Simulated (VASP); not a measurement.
# Sn2TeO3 (Amm2) in VASP: a series of runs, part 2 of 2

VASP 6.6.1. The steps go on from the part before.

## 3. Relaxation of cell and atoms, PBE

This run uses another cell than the first one, of 18.66 Å³/atom.

Contents of INCAR:

```
ALGO     = Normal         # electronic algorithm
EDIFF    = 1E-6           # SCF threshold, eV
EDIFFG   = -0.08          # ionic threshold
ENCUT    = 600            # plane-wave cutoff, eV
GGA      = PE             # functional
IBRION   = 2              # ionic algorithm
ISIF     = 3              # what is computed and relaxed
ISMEAR   = 0              # smearing method
LASPH    = True           # aspherical terms in the spheres
LCHARG   = False          # write CHGCAR
LREAL    = False          # projectors in reciprocal space
LWAVE    = False          # write WAVECAR
NELM     = 100            # most SCF steps
NSW      = 36             # ionic steps
PREC     = Accurate       # precision mode
SIGMA    = 0.15           # smearing width, eV
```

Contents of KPOINTS:

```
k-points
0
Gamma
  3 2 2
```

Contents of POSCAR:

```
Sn2TeO3
1.0
    3.5700000000      0.0000000000      0.0000000000
    0.0000000000      3.9600000000      3.9600000000
    0.0000000000     -3.9600000000      3.9600000000
Sn Te O
2 1 3
Direct
    0.0000000000      0.0000000000      0.0000000000
    0.5000000000      0.5000000000      0.5000000000
    0.0000000000      0.6750000000      0.6750000000
    0.5000000000      0.1950000000      0.8050000000
    0.5000000000      0.8050000000      0.1950000000
    0.0000000000      0.3050000000      0.3050000000
```

Potentials or basis: VASP PAW PBE potentials, release 64 (Sn_d, Te, O).

Run with:

```sh
$ cat potpaw_PBE.64/Sn_d/POTCAR potpaw_PBE.64/Te/POTCAR potpaw_PBE.64/O/POTCAR > POTCAR
$ mpirun -np 1 vasp_std > vasp.out
```

Run time: 7 min. Hardware: 1 thread of Intel Xeon Platinum 8259CL at 2.50GHz (Skylake/Cascade Lake), shared host; peak memory 0.28 GiB.

Results (log left out):

- Free energy: -31.2501 eV
- Relaxed volume: 17.44 Å³/atom
- Relaxed cell: a = 3.229 Å, b = 5.784 Å, c = 5.784 Å, α = 75.59°, β = 90.00°, γ = 90.00°
- Space group after relaxing (to 0.1 Å): Amm2 (No. 38)
- Energy gained by relaxing: 1065.1 meV/atom
- Ionic steps: 19
- Pressure after relaxing: 0.1 GPa
- Largest force after relaxing: 0.071 eV/Å
- Band gap on the k mesh: zero (bands 26 and 27 overlap by 0.15 eV)

Forces on the atoms (eV/Å):
```
Sn   0.000  0.000 -0.035
Sn   0.000  0.000  0.071
Te   0.000  0.000 -0.033
O    0.000  0.023  0.032
O    0.000 -0.023  0.032
O    0.000  0.000 -0.068
```

Stress tensor (GPa, compression positive):
```
0.15 0.00 0.00
0.00 0.07 0.00
0.00 0.00 0.20
```

The path:
```
step  energy change (eV)  largest force (eV/Å)  pressure (GPa)  volume (Å³)
   1              0.0000               13.8275           11.45       111.97
   2             -3.3432                1.6110          -11.80       132.30
   3             -4.1643                2.6161          -10.32       122.74
   4             -4.1694                2.6534          -10.18       122.44
   5             -5.7413                0.8184           -1.81       105.29
   6             -5.8342                1.0868            2.66       100.94
   7             -6.1411                0.7765            1.38       102.44
   8             -6.2749                0.4387            0.84       103.89
   9             -6.3441                0.3068           -1.12       105.67
  10             -6.3467                0.3478           -1.48       106.07
  11             -6.3654                0.3109            1.06       103.87
  12             -6.3680                0.2574            0.40       104.41
  13             -6.3801                0.2061            0.35       104.56
  14             -6.3804                0.2198            0.34       104.58
  15             -6.3844                0.1068           -0.41       105.30
  16             -6.3844                0.1057           -0.49       105.36
  17             -6.3877                0.0891           -0.04       104.88
  18             -6.3881                0.1522            0.25       104.62
  19             -6.3904                0.0713            0.14       104.62
```

Final structure:
```xyz
6
Lattice="3.2287 0.0000 0.0000 0.0000 3.5447 4.5707 0.0000 -3.5447 4.5707" Properties=species:S:1:pos:R:3 pbc="T T T"
Sn    0.0000    0.0000    0.4063
Sn    1.6143    0.0000    3.9707
Te    0.0000    0.0000    6.4814
O     1.6143   -2.2236    4.6236
O     1.6143    2.2236    4.6236
O     0.0000    0.0000    2.5649
```

Levels at points of the mesh, in eV from the Fermi level:
```
           k point  band 23  band 24  band 25  band 26  band 27  band 28  band 29  band 30
(0.00, 0.00, 0.00)    -2.96    -2.88    -1.33    -0.32     1.92     2.55     2.61     3.25
(0.00, 0.50, 0.00)    -2.99    -2.55    -1.15     0.03     0.48     2.51     3.87     4.42
(0.00, 0.50, 0.50)    -2.97    -2.95    -1.21    -0.05     1.56     2.43     3.95     4.45
```

Caveat: the k points lie up to 0.65 Å⁻¹ apart in the final cell; semilocal functionals underestimate gaps, so a narrow gap can read as zero; spin-orbit coupling is left out, which moves the levels of the heavy elements; the relaxation stopped at a loose force limit of 0.08 eV/Å, so its end isn't a converged minimum.

## 4. Single point, PBE

This run uses another cell than the first one, of 17.56 Å³/atom.

Contents of INCAR:

```
SYSTEM = Sn2TeO3
  ALGO = Normal
  EDIFF = 1E-6
  ENCUT = 520
  GGA = PE
  ISIF = 2
  ISMEAR = 0
  LASPH = .TRUE.
  LCHARG = .FALSE.
  LREAL = .FALSE.
  LWAVE = .FALSE.
  NBANDS = 35
  NELM = 100
  PREC = Accurate
  SIGMA = 0.1
```

Contents of KPOINTS:

```
k-points
0
G
  10 6 6
  0 0 0
```

Contents of POSCAR:

```
Sn2TeO3
1.0
    3.2513303969      0.0000000000      0.0000000000
    0.0000000000      3.5471695494      4.5665614737
    0.0000000000     -3.5471695494      4.5665614737
Sn Te O
2 1 3
Direct
    0.0000000000      0.0452822532      0.0452822532
    0.5000000000      0.4365039745      0.4365039745
    0.0000000000      0.7068249883      0.7068249883
    0.5000000000      0.1908256653      0.8193274780
    0.5000000000      0.8193274780      0.1908256653
    0.0000000000      0.2812356407      0.2812356407
```

Run with:

```sh
$ cat potpaw_PBE.64/Sn_d/POTCAR potpaw_PBE.64/Te/POTCAR potpaw_PBE.64/O/POTCAR > POTCAR
$ mpirun -np 1 vasp_std > vasp.out
```

It took 3.8 min on 1 thread of Intel Xeon Platinum 8259CL at 2.50GHz (Skylake/Cascade Lake), shared host; peak memory 0.4 GiB.

Results (log left out):

```
Free energy            : -30.9554 eV
Pressure               : 0.2 GPa
Largest force          : 0.049 eV/Å
Band gap on the k mesh : zero (bands 26 and 27 overlap by 0.40 eV)
```

Forces in eV/Å, atoms in the order of the input:
```
Sn   0.000  0.000 -0.006
Sn   0.000  0.000  0.049
Te   0.000  0.000  0.002
O    0.000  0.041 -0.010
O    0.000 -0.041 -0.010
O    0.000  0.000 -0.024
```

Stress tensor (GPa, compression positive):
```
0.33 0.00 0.00
0.00 0.15 0.00
0.00 0.00 0.10
```

Levels at points of the mesh, in eV from the Fermi level:
```csv
k point,band 24,band 25,band 26,band 27,band 28,band 29
"(0.00, 0.00, 0.00)",-2.81,-1.30,-0.29,1.92,2.45,2.65
"(0.50, 0.00, 0.00)",-2.79,-2.57,-0.16,-0.11,2.26,3.76
"(0.00, 0.50, 0.00)",-2.49,-1.12,0.12,0.48,2.40,3.86
"(0.50, 0.50, 0.00)",-2.13,-1.70,-0.33,0.41,2.06,2.59
"(0.00, 0.50, 0.50)",-2.90,-1.15,0.01,1.55,2.33,4.07
"(0.50, 0.50, 0.50)",-2.42,-2.17,-0.77,0.20,1.05,4.29
```

Caveat: semilocal functionals underestimate gaps, so a narrow gap can read as zero; spin-orbit coupling is left out, which moves the levels of the heavy elements.

## 5. Single point, r2SCAN

This run uses another cell than the first one, of 17.56 Å³/atom.

POSCAR is that of step 4.

Contents of INCAR.step1:

```
SYSTEM = Sn2TeO3
PREC = Accurate
ENCUT = 520
ISMEAR = 0
SIGMA = 0.1
LREAL = .FALSE.
LASPH = .TRUE.
NELM = 100
NBANDS = 35
GGA = PE
ALGO = Normal
EDIFF = 1E-4
LWAVE = .TRUE.
LCHARG = .FALSE.
```

Contents of INCAR.step2:

```
SYSTEM = Sn2TeO3
PREC = Accurate
ENCUT = 520
EDIFF = 1E-6
ISMEAR = 0
SIGMA = 0.1
LREAL = .FALSE.
LASPH = .TRUE.
NELM = 100
ALGO = Normal
ISIF = 2
LWAVE = .FALSE.
LCHARG = .TRUE.
METAGGA = R2SCAN
LMIXTAU = .TRUE.
LELF = .TRUE.
LVHAR = .TRUE.
NBANDS = 35
ISTART = 1
```

Contents of KPOINTS:

```
regular mesh
0
G
  10 6 6
  0 0 0
```

Run with:

```sh
$ cat potpaw_PBE.64/Sn_d/POTCAR potpaw_PBE.64/Te/POTCAR potpaw_PBE.64/O/POTCAR > POTCAR
$ cp INCAR.step1 INCAR
$ mpirun -np 1 vasp_std > vasp.out
$ cp INCAR.step2 INCAR
$ mpirun -np 1 vasp_std > vasp.out
```

It took 25 min on 1 thread of Oxide Virtual Turin-like, shared host; peak memory 0.38 GiB.

Results (log left out):

| Item | Value |
| --- | --- |
| Free energy | -98.6173 eV |
| Pressure | -4.1 GPa |
| Largest force | 0.167 eV/Å |
| Band gap on the k mesh | zero (bands 26 and 27 overlap by 0.46 eV) |

Forces in eV/Å, atoms in the order of the input:
```
Sn   0.000  0.000 -0.046
Sn   0.000  0.000  0.053
Te   0.000  0.000 -0.166
O    0.000 -0.166  0.023
O    0.000  0.166  0.023
O    0.000  0.000  0.113
```

Stress tensor (GPa, compression positive):
```
-4.17  0.00  0.00
 0.00 -3.98  0.00
 0.00  0.00 -4.28
```

Levels at points of the mesh, in eV from the Fermi level:
```tsv
k point	band 22	band 23	band 24	band 25	band 26	band 27	band 28	band 29	band 30	band 31
(0.00, 0.00, 0.00)	-3.29	-3.21	-3.16	-1.42	-0.47	2.13	2.56	2.92	3.56	6.60
(0.50, 0.00, 0.00)	-3.96	-3.67	-3.15	-2.78	-0.22	-0.11	2.49	4.02	5.13	5.63
(0.00, 0.50, 0.00)	-3.33	-3.32	-2.75	-1.28	0.14	0.62	2.51	4.15	4.80	5.54
(0.50, 0.50, 0.00)	-3.77	-3.37	-2.46	-1.92	-0.41	0.44	2.31	2.79	3.90	5.47
(0.00, 0.50, 0.50)	-3.39	-3.30	-3.26	-1.32	0.07	1.73	2.44	4.31	4.82	6.26
(0.50, 0.50, 0.50)	-3.70	-3.02	-2.74	-2.34	-0.74	0.10	1.19	4.54	5.38	5.40
```

Caveat: the cell stands under tension; semilocal functionals underestimate gaps, so a narrow gap can read as zero; the PAW data sets were made with another functional, which shifts forces and pressure a little; spin-orbit coupling is left out, which moves the levels of the heavy elements.

## 6. Overview

```tsv
task	level	cell	k mesh	cutoff (eV)	smearing	gap on the mesh (eV)	pressure (GPa)	largest force (eV/Å)
single point	PBE	a = 3.229, b = 5.775, c = 5.775 Å, angles 75.6, 90.0, 90.0°, 6 atoms, atomic positions A	3 × 2 × 2	520	gaussian 0.15 eV	none	0.4	0.05
relaxation of cell and atoms	PBE	relaxed from a = 3.570, b = 5.600, c = 5.600 Å, 6 atoms, atomic positions B	3 × 2 × 2	600	gaussian 0.15 eV	none	0.1	0.07
single point	PBE	a = 3.251, b = 5.782, c = 5.782 Å, angles 75.7, 90.0, 90.0°, 6 atoms, atomic positions C	10 × 6 × 6	520	gaussian 0.1 eV	none	0.2	0.05
single point	r2SCAN	a = 3.251, b = 5.782, c = 5.782 Å, angles 75.7, 90.0, 90.0°, 6 atoms, atomic positions C	10 × 6 × 6	520	gaussian 0.1 eV	none	-4.1	0.17
```

Alike in all rows: potentials or basis VASP PAW PBE potentials, release 64 (Sn_d, Te, O); no spin polarisation.

Caveats: some runs use coarse meshes; semilocal functionals underestimate gaps, so a narrow gap can read as zero; spin-orbit coupling is left out, which moves the levels of the heavy elements; the relaxation stopped at a loose force limit of 0.08 eV/Å, so its end isn't a converged minimum (at least some runs); the cell stands under tension (at least some runs); the PAW data sets were made with another functional, which shifts forces and pressure a little (at least some runs).

Total energies depend on the potentials used, so only differences within one code and one set of settings carry meaning.
